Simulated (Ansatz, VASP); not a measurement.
Two plane-wave programs on CdSe

Contents of INCAR:

```
PREC = Accurate ; ENCUT = 520
EDIFF = 1E-8 ; ISMEAR = -1
SIGMA = 0.03 ; LREAL = False
LASPH = True ; NELM = 100
ALGO = Normal ; ISIF = 2
LWAVE = False ; LCHARG = False
GGA = PE ; LEFG = True
NBANDS = 16
```

Contents of KPOINTS:

```
Automatic mesh
0
Gamma
  8 8 8
```

File POSCAR:

```
CdSe
1.0
    0.0000000000      3.0906047130      3.0906047130
    3.0906047130      0.0000000000      3.0906047130
    3.0906047130      3.0906047130      0.0000000000
Cd Se
1 1
Direct
    0.0000000000      0.0000000000      0.0000000000
    0.2500000000      0.2500000000      0.2500000000
```

Input for Ansatz:

```yaml
crystal:
  lattice:
    - [0.0, 3.090604713, 3.090604713]
    - [3.090604713, 0.0, 3.090604713]
    - [3.090604713, 3.090604713, 0.0]
  atoms:
    - { symbol: Cd, position: [0.0, 0.0, 0.0] }
    - { symbol: Se, position: [0.25, 0.25, 0.25] }
kpoints:
  mp_grid: { grid: [8, 8, 8] }
scf:
  occupations: { method: fermi_dirac, width: 0.03 }
hamiltonian:
  xc: pbe
  pseudopotentials: { kind: paw }
output:
  forces: true
  stress: true
  eigenvalues: true
  efg: { contact_densities: true }
  write_density: true
  write_potential: true
  elf: true
  volumetric_format: npy
```

Change from the starting cell: volume scaled by 1.02, PAW files.

Alike in both runs: task electric field gradients; functional PBE; k mesh 8 × 8 × 8; occupations fermi-dirac, width 0.03 eV; no spin polarisation.

|  | VASP | Ansatz |
| --- | --- | --- |
| version | VASP 6.6.1 | Ansatz 0.2.0 |
| potentials or method | VASP PAW PBE potentials, release 64 (Cd, Se) | PAW with Ansatz's default frozen-core files, scalar-relativistic |
| plane-wave cutoff (eV) | 520 | 420 |
| valence electrons in the cell | 18 | 36 |

```csv
,VASP,Ansatz,Ansatz less VASP
pressure (GPa),0.6,0.3,-0.26
```

VASP's potentials hold 18 valence electrons a cell and Ansatz's 36, so a difference there can come from the potentials and not from the codes.
